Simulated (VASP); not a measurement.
Sb, 2 atoms in the cell. It takes space group P6_3/mmc (No. 194, hexagonal). The conventional cell has a = 3.355 Å, b = 3.355 Å, c = 5.470 Å, α = 90.00°, β = 90.00°, γ = 120.00°. Sb (site symmetry -6m2) has 12 Sb at 3.35 Å within 4.4 Å. This isn't the form of Sb at room conditions, which is rhombohedral.

```yaml
Program: VASP 6.6.1
Task: single point
Functional: LDA
Potentials_or_basis: VASP PAW LDA potentials, release 64 (Sb)
Cutoff: 520 eV
k_mesh: 9 × 9 × 5
Occupations: fermi-dirac, width 0.05 eV
Spin: no spin polarisation
Dipole_correction: no
Further_INCAR_settings: ALGO = Normal; EDIFF = 1e-06; NBANDS = 12
```

Potentials or basis: VASP PAW LDA potentials, release 64 (Sb).

Launch:

```bash
$ cat potpaw_LDA.64/Sb/POTCAR > POTCAR
$ mpirun -np 1 vasp_std > vasp.out
```

Hardware: 1 thread of Intel Xeon 8259CL, on a shared host.

Q: Estimate the wall time of this run.

A: It took 22 s on 1 thread of Intel Xeon 8259CL (shared host), peak memory 0.16 GiB. Counts: scf iterations 9, k points 36.
